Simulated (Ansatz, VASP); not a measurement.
## Au in VASP and in Ansatz

File INCAR:

```
PREC = Accurate
ENCUT = 520
EDIFF = 1E-6
ISMEAR = -1
SIGMA = 0.08
LREAL = F
LASPH = T
NELM = 100
ALGO = Normal
ISIF = 2
LWAVE = F
LCHARG = F
GGA = PE
NBANDS = 12
```

Contents of KPOINTS:

```
regular mesh
0
Gamma
  14 14 14
```

Contents of POSCAR:

```
Au
1.0
    0.0000000000      2.0040985960      2.0040985960
    2.0040985960      0.0000000000      2.0040985960
    2.0040985960      2.0040985960      0.0000000000
Au
1
Direct
    0.0000000000      0.0000000000      0.0000000000
```

Input for Ansatz:

```yaml
crystal:
  lattice:
    - [0.0, 2.004098596, 2.004098596]
    - [2.004098596, 0.0, 2.004098596]
    - [2.004098596, 2.004098596, 0.0]
  atoms:
    - { symbol: Au, position: [0.0, 0.0, 0.0] }
kpoints:
  mp_grid: { grid: [14, 14, 14] }
scf:
  occupations: { method: fermi_dirac, width: 0.08 }
hamiltonian:
  xc: pbe
  pseudopotentials: { kind: all_electron, lapw: { basis_error: 0.00025 } }
output:
  forces: true
  stress: true
  eigenvalues: true
```

Change from the starting cell: volume scaled by 0.9405.

Alike in both runs: task single point; functional PBE; k mesh 14 × 14 × 14; occupations fermi-dirac, width 0.08 eV; no spin polarisation.

|  | VASP | Ansatz |
| --- | --- | --- |
| version | VASP 6.6.1 | Ansatz 0.2.0 |
| potentials or method | VASP PAW PBE potentials, release 64 (Au), cutoff 520 eV | all-electron LAPW, scalar-relativistic |

Ansatz gave:

```
pressure (GPa) : 21.3
```

Q: Which values does VASP return?

A: Pressure (GPa): 20.9.

Ansatz ran all-electron here, and VASP with PAW potentials.

Spin-orbit coupling is off throughout.
